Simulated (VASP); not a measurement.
# Hf (I4/mmm) in VASP: notebook

Hf is run at these levels: r2SCAN; tasks: single point.

All numbers are computed with VASP 6.6.1; they aren't measurements. Logs are shortened: lines on timing, memory, paths and dates and some standing lists are left out, and cuts for length are marked.

### Step 1. The cell of the first run

The structure is tetragonal, space group I4/mmm (No. 139). The conventional cell has a = 3.140 Å, b = 3.140 Å, c = 4.307 Å, α = 90.00°, β = 90.00°, γ = 90.00°. Within 4.1 Å of Hf (site symmetry 4/mmm) lie 12 Hf at 3.09 to 3.14 Å.

### Step 2. Single point, r2SCAN (strain -0.0300 x Voigt [0, 0, 1, 0, 0, 0])

Contents of POSCAR:

```
Hf
1.0
    0.0000000000      2.2200000000      2.1534000000
    2.2200000000      0.0000000000      2.1534000000
    2.2200000000      2.2200000000      0.0000000000
Hf
1
Direct
    0.0000000000      0.0000000000      0.0000000000
```

Contents of INCAR.step1:

```
SYSTEM = Hf
  PREC = Accurate
  ENCUT = 520
  ISMEAR = 0
  SIGMA = 0.15
  LREAL = .False.
  LASPH = .True.
  NELM = 80
  NBANDS = 11
  GGA = PE
  ALGO = Normal
  EDIFF = 1E-4
  LWAVE = .True.
  LCHARG = .False.
```

Contents of INCAR.step2:

```
SYSTEM = Hf
  PREC = Accurate
  ENCUT = 520
  EDIFF = 1E-6
  ISMEAR = 0
  SIGMA = 0.15
  LREAL = .False.
  LASPH = .True.
  NELM = 80
  ALGO = Normal
  ISIF = 2
  LWAVE = .False.
  LCHARG = .False.
  METAGGA = R2SCAN
  LMIXTAU = .True.
  NBANDS = 11
  ISTART = 1
```

Contents of KPOINTS:

```
Automatic mesh
0
Gamma
  18 18 18
  0 0 0
```

Potentials or basis: VASP PAW PBE potentials, release 64 (Hf_pv).

Started as:

```sh
$ cat potpaw_PBE.64/Hf_pv/POTCAR > POTCAR
$ cp INCAR.step1 INCAR
$ mpirun -np 1 vasp_std > vasp.out
$ cp INCAR.step2 INCAR
$ mpirun -np 1 vasp_std > vasp.out
```

OUTCAR:

```text
SYSTEM = Hf
   PREC = Accurate
   ENCUT = 520
   EDIFF = 1E-6
   ISMEAR = 0
   LREAL = .False.
   LASPH = .True.
   NELM = 80
   ISIF = 2
   METAGGA = R2SCAN
   ISTART = 1

 ion  position               nearest neighbor table
   1  0.000  0.000  0.000-

  LATTYP: Found a body centered tetragonal cell.
 ALAT       =     3.1395541085
 C/A-ratio  =     1.3717871555

  Lattice vectors:

 A1 = (   0.0000000000,  -2.2200000000,  -2.1534000000)
 A2 = (   0.0000000000,   2.2200000000,  -2.1534000000)
 A3 = (   2.2200000000,   0.0000000000,   2.1534000000)

Analysis of symmetry for initial positions (statically):
=====================================================================
 Subroutine PRICEL returns:
 Original cell was already a primitive cell.

 Routine SETGRP: Setting up the symmetry group for a
 body centered tetragonal supercell.

 Subroutine GETGRP returns: Found 16 space group operations
 (whereof 16 operations were pure point group operations)
 out of a pool of 16 trial point group operations.

The static configuration has the point symmetry D_4h.

Analysis of symmetry for dynamics (positions and initial velocities):
=====================================================================
 Subroutine PRICEL returns:
 Original cell was already a primitive cell.

 Routine SETGRP: Setting up the symmetry group for a
 body centered tetragonal supercell.

 Subroutine GETGRP returns: Found 16 space group operations
 (whereof 16 operations were pure point group operations)
 out of a pool of 16 trial point group operations.

The dynamic configuration has the point symmetry D_4h.

 Subroutine INISYM returns: Found 16 space group operations
 (whereof 16 operations are pure point group operations),
 and found     1 'primitive' translations

----------------------------------------------------------------------------------------

                                     Primitive cell

  volume of cell :      21.2256

  direct lattice vectors                    reciprocal lattice vectors
     0.000000000  2.220000000  2.153400000    -0.225225225  0.225225225  0.232190954
     2.220000000  0.000000000  2.153400000     0.225225225 -0.225225225  0.232190954
     2.220000000  2.220000000  0.000000000     0.225225225  0.225225225 -0.232190954

  length of vectors
     3.092819355  3.092819355  3.139554108     0.394164234  0.394164234  0.394164234

  position of ions in fractional coordinates (direct lattice)
     0.000000000  0.000000000  0.000000000

  ion indices of the primitive-cell ions
   primitive index   ion index
                 1           1

----------------------------------------------------------------------------------------

 KPOINTS: Automatic mesh

Automatic generation of k-mesh.
 Grid dimensions read from file:
 generate k-points for:   18   18   18

 Generating k-lattice:

  Cartesian coordinates                     Fractional coordinates (reciprocal lattice)
    -0.012512513  0.012512513  0.012899497     0.055555556  0.000000000  0.000000000
     0.012512513 -0.012512513  0.012899497     0.000000000  0.055555556  0.000000000
     0.012512513  0.012512513 -0.012899497     0.000000000  0.000000000  0.055555556

  Length of vectors
     0.021898013  0.021898013  0.021898013

  Shift w.r.t. Gamma in fractional coordinates (k-lattice)
     0.000000000  0.000000000  0.000000000

 Subroutine IBZKPT returns following result:
 ===========================================

 Found    480 irreducible k-points:

 Following reciprocal coordinates:
            Coordinates               Weight
  0.000000  0.000000  0.000000      1.000000
  0.055556 -0.000000  0.000000      8.000000
  0.111111 -0.000000  0.000000      8.000000
  0.166667  0.000000  0.000000      8.000000
  0.222222  0.000000  0.000000      8.000000
  0.277778  0.000000  0.000000      8.000000
[... 16 lines left out ...]
 -0.277778  0.055556  0.000000      8.000000
 -0.222222  0.055556  0.000000      8.000000
 [... further k-points ...]
   k-points           NKPTS =    480   k-points in BZ     NKDIM =    480   number of bands    NBANDS=     11
   number of dos      NEDOS =    301   number of ions     NIONS =      1
   total plane-waves  NPLWV =  13824
   dimension x,y,z NGX =    24 NGY =   24 NGZ =   24
   dimension x,y,z NGXF=    48 NGYF=   48 NGZF=   48
   ions per type =               1
   NGX,Y,Z   is equivalent  to a cutoff of  12.90, 12.90, 12.71 a.u.
   NGXF,Y,Z  is equivalent  to a cutoff of  25.80, 25.80, 25.42 a.u.
 SYSTEM =  Hf
   PREC   = accura    normal or accurate (medium, high low for compatibility)
   ISTART =      1    job   : 0-new  1-cont  2-samecut
   ICHARG =      0    charge: 1-file 2-atom 10-const
   ISPIN  =      1    spin polarized calculation?
   LNONCOLLINEAR =      F non collinear calculations
   LSORBIT =      F    spin-orbit coupling
   LASPH  =      T    aspherical Exc in radial PAW
   ENCUT  =  520.0 eV  38.22 Ry    6.18 a.u.   5.75  5.75  5.84*2*pi/ulx,y,z
   NELM   =     80;   NELMIN=  2; NELMDL=  0     # of ELM steps
   EDIFF  = 0.1E-05   stopping-criterion for ELM
   LREAL  =      F    real-space projection
[... 7 lines left out ...]
   TEBEG  =    0.0;   TEEND  =   0.0 temperature during run
   PSTRESS=    0.0 pullay stress
   NELECT =      10.0000    total number of electrons
   NUPDOWN=      -1.0000    fix difference up-down
   EMIN   =  10.00;   EMAX   =-10.00  energy-range for DOS
   EFERMI =   0.00;   METHOD = LEGACY
   ISMEAR =     0;   SIGMA  =   0.15  broadening in eV -4-tet -1-fermi 0-gaus
   EFERMI_NEDOS =   21; number of points for ismear=-14 and -15
   IALGO  =     38    algorithm
   IMIX   =      4    mixing-type and parameters
     AMIX     =   0.40;   BMIX     =  1.00
     AMIX_MAG =   1.60;   BMIX_MAG =  1.00
  volume/ion in A,a.u.               =      21.23       143.24
  Fermi-wavevector in a.u.,A,eV,Ry     =   1.273859  2.407244 22.078394  1.622716
  Thomas-Fermi vector in A             =   2.406659
   LORBIT       =      0    0 simple, 1 ext, 2 COOP (PROOUT), +10 PAW based schemes
   METAGGA = R2SCAN    functional components
   LHFCALC =     F    Hartree Fock is set to
   AEXX    =    0.0000 exact exchange contribution
   IVDW    =     0    specifies the selected vdW correction
   LEPSILON=     F    determine dielectric tensor
   LRPA    =     F    only Hartree local field effects (RPA)
 non-spin polarized calculation
 Gauss-broadening in eV      SIGMA  =   0.15
  energy-cutoff  :      520.00
  volume of cell :       21.23
 maximum number of plane-waves:       588
   NGX = 11   NGY = 11   NGZ = 11

 number of electron      10.0000002 magnetization

 Free energy of the ion-electron system (eV)
  ---------------------------------------------------
  ext. energy  EPLUGINS =         0.00000000
  ---------------------------------------------------
  free energy    TOTEN  =       -45.05130028 eV

  energy without entropy =      -45.03636844  energy(sigma->0) =      -45.04383436

 E-fermi :   4.9786     XC(G=0): -12.4392

 val. band max:        4.9725501809   @ k =   0.5000   0.2778   0.1667
 cond. band min:       4.9788205028   @ k =  -0.4444   0.0000   0.1111
 fundamental gap:      0.0062703219
 Fermi energy:         4.9785575071

 k-point     1 :       0.0000    0.0000    0.0000
  band No.  band energies     occupation
      1     -25.9339      2.00000
      2     -25.9336      2.00000
      3     -25.9336      2.00000
      4      -2.7524      2.00000
      5       6.4951      0.00000
      6       6.4951      0.00000
      7       6.8514      0.00000
      8       9.5196      0.00000
      9      10.0462      0.00000
     10      17.0038      0.00000
     11      17.1582      0.00000

 k-point     2 :       0.0556   -0.0000    0.0000
  band No.  band energies     occupation
      1     -25.9664      2.00000
      2     -25.9382      2.00000
      3     -25.9371      2.00000
      4      -2.6327      2.00000
      5       6.4147      0.00000
      6       6.5516      0.00000
      7       6.8569      0.00000
      8       9.4595      0.00000
      9       9.9697      0.00000
     10      17.1582      0.00000
     11      17.2806      0.00000

 k-point     3 :       0.1111   -0.0000    0.0000
  band No.  band energies     occupation
      1     -26.0594      2.00000
      2     -25.9515      2.00000
      3     -25.9468      2.00000
      4      -2.2842      2.00000
      5       6.1150      0.00000
      6       6.6962      0.00000
      7       6.9663      0.00000
      8       9.3282      0.00000
      9       9.7869      0.00000
     10      17.1581      0.00000
     11      18.0049      0.00000

 k-point     4 :       0.1667    0.0000    0.0000
  band No.  band energies     occupation
      1     -26.1994      2.00000
      2     -25.9717      2.00000
      3     -25.9615      2.00000
      4      -1.7398      2.00000
      5       5.6892      0.00000
      6       6.8438      0.00000
      7       7.1359      0.00000
      8       9.2645      0.00000
      9       9.6267      0.00000
     10      17.1581      0.00000
     11      18.4028      0.00000

 k-point     5 :       0.2222    0.0000    0.0000
  band No.  band energies     occupation
      1     -26.3670      2.00000
      2     -25.9964      2.00000
      3     -25.9794      2.00000
      4      -1.0576      2.00000
      5       5.2802      0.00446
      6       6.8702      0.00000
      7       7.2231      0.00000
      8       9.4431      0.00000
      9       9.6664      0.00000
     10      17.1578      0.00000
     11      17.6297      0.00000
[... 211 lines left out ...]
 k-point    21 :      -0.3889    0.0556    0.0000
  band No.  band energies     occupation
      1     -26.8475      2.00000
      2     -26.0687      2.00000
      3     -26.0661      2.00000
      4       0.9840      2.00000
      5       5.1091      0.21846
      6       6.3807      0.00000
      7       6.5989      0.00000
      8      11.1975      0.00000
      9      11.8196      0.00000
     10      15.8824      0.00000
     11      17.1580      0.00000

 k-point    22 :      -0.3333    0.0556    0.0000
  band No.  band energies     occupation
      1     -26.7348      2.00000
      2     -26.0569      2.00000
      3     -26.0469      2.00000
      4       0.5908      2.00000
      5       4.9185      1.42885
      6       6.5566      0.00000
      7       6.7306      0.00000
      8      10.3997      0.00000
      9      11.3081      0.00000
     10      16.3236      0.00000
     11      17.1582      0.00000

 k-point    23 :      -0.2778    0.0556    0.0000
  band No.  band energies     occupation
      1     -26.5868      2.00000
      2     -26.0418      2.00000
      3     -26.0211      2.00000
      4      -0.0156      2.00000
      5       4.9151      1.45012
      6       6.7777      0.00000
      7       6.9192      0.00000
      8       9.6389      0.00000
      9      10.7223      0.00000
     10      16.9367      0.00000
     11      17.1588      0.00000

 k-point    24 :      -0.2222    0.0556    0.0000
  band No.  band energies     occupation
      1     -26.4195      2.00000
      2     -26.0224      2.00000
      3     -25.9945      2.00000
      4      -0.7363      2.00000
      5       5.1226      0.17446
      6       6.9635      0.00000
      7       7.0925      0.00000
      8       9.0686      0.00000
      9      10.2349      0.00000
     10      17.1579      0.00000
     11      17.7008      0.00000

 [... further k-points ...]

------------------------ aborting loop because EDIFF is reached ----------------------------------------

  FORCE on cell =-STRESS in cart. coord.  units (eV):
  Direction    XX          YY          ZZ          XY          YZ          ZX
  --------------------------------------------------------------------------------------
  -------------------------------------------------------------------------------------
  Total        0.6857771      0.6857771      0.9129972      0.0000000     -0.0000000      0.0000000
  in kB       51.7646056     51.7646056     68.9158927      0.0000000     -0.0000000      0.0000000
  external PRESSURE =      57.4817013 kB  Pullay stress =       0.0000000 kB

 VOLUME and BASIS-vectors are now :
 -----------------------------------------------------------------------------
  energy-cutoff  :      520.00
  volume of cell :       21.23
      direct lattice vectors                 reciprocal lattice vectors
     0.000000000  2.220000000  2.153400000    -0.225225225  0.225225225  0.232190954
     2.220000000  0.000000000  2.153400000     0.225225225 -0.225225225  0.232190954
     2.220000000  2.220000000  0.000000000     0.225225225  0.225225225 -0.232190954

 POSITION                                       TOTAL-FORCE (eV/Angst)
 -----------------------------------------------------------------------------------
      0.00000      0.00000      0.00000         0.000000      0.000000      0.000000
 -----------------------------------------------------------------------------------
    total drift:                               -0.000000      0.000000      0.000000

  FREE ENERGIE OF THE ION-ELECTRON SYSTEM (eV)
  ---------------------------------------------------
  free  energy   TOTEN  =       -45.0513002842 eV

  energy  without entropy=      -45.0363684362  energy(sigma->0) =      -45.04383436
```

It took 6 min on 1 thread of AMD EPYC 7R13 (Zen 3), shared host; peak memory 0.2 GiB.

What came out:

```
Free energy            : -45.0513 eV
Pressure               : 5.7 GPa
Band gap on the k mesh : zero (bands 5 and 6 overlap by 2.35 eV)
```

Levels at points of the mesh, in eV from the Fermi level:
```
           k point  band 2  band 3  band 4  band 5  band 6  band 7  band 8  band 9
(0.00, 0.00, 0.00)  -30.91  -30.91   -7.73    1.52    1.52    1.87    4.54    5.07
(0.50, 0.00, 0.00)  -31.06  -31.02   -3.89    0.56    1.19    1.63    6.93    7.18
(0.50, 0.50, 0.00)  -31.30  -31.30   -3.53   -2.45    3.12    7.11    7.69    7.69
(0.50, 0.00, 0.50)  -31.28  -31.22   -3.58   -2.33    2.56    7.12    7.49    7.89
```

Caveat: the cell differs from its parent crystal (strain -0.0300 x Voigt [0, 0, 1, 0, 0, 0]); the cell stands under pressure; the PAW data sets were made with another functional, which shifts forces and pressure a little; spin-orbit coupling is left out, which moves the levels of the heavy elements.

(Part 1 of 2 ends here.)
